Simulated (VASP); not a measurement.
Wanted: the native input for a VASP 6.6.1 run.

* Task: single point
* Functional: PBEsol
* Dispersion: D3(BJ)
* Potentials or basis: VASP PAW PBE potentials, release 64 (Hg)
* Cutoff: 520 eV
* k mesh: 18 × 18 × 10
* Occupations: gaussian, width 0.15 eV
* Spin: no spin polarisation
* Dipole correction: no
* Further INCAR settings: ALGO = Fast; EDIFF = 1e-07; NBANDS = 19

The structure of Hg lies in POSCAR:

```
Hg
1.0
    3.3118000000      0.0000000000      0.0000000000
   -1.6559000000      2.8681029323      0.0000000000
    0.0000000000      0.0000000000      5.7834000000
Hg
2
Direct
    0.6666666667      0.3333333333      0.7500000000
    0.3333333333      0.6666666667      0.2500000000
```

One way to write it, as run:

INCAR

```
SYSTEM = Hg
  ALGO = Fast
  EDIFF = 1E-7
  ENCUT = 520
  GGA = PS
  ISIF = 2
  ISMEAR = 0
  IVDW = 12
  LASPH = .TRUE.
  LCHARG = .FALSE.
  LREAL = .FALSE.
  LWAVE = .FALSE.
  NBANDS = 19
  NELM = 60
  PREC = Accurate
  SIGMA = 0.15
```

KPOINTS

```
k-points
0
G
  18 18 10
  0 0 0
```

Potentials or basis: VASP PAW PBE potentials, release 64 (Hg).

Command:

```bash
$ cat potpaw_PBE.64/Hg/POTCAR > POTCAR
$ mpirun -np 1 vasp_std > vasp.out
```

It gave:

- Pressure: -4.4 GPa
- Band gap on the k mesh: zero (bands 12 and 13 overlap by 0.97 eV)
- Dispersion energy per atom: -0.361 eV

Caveat: the cell stands under tension; the PAW data sets were made with another functional, which shifts forces and pressure a little; spin-orbit coupling is left out, which moves the levels of the heavy elements.

It took 2.5 min on 1 thread of Intel(R) Xeon(R) Platinum 8259CL CPU @ 2.50GHz (Skylake/Cascade Lake), with other jobs on the host, peak memory 0.34 GiB.
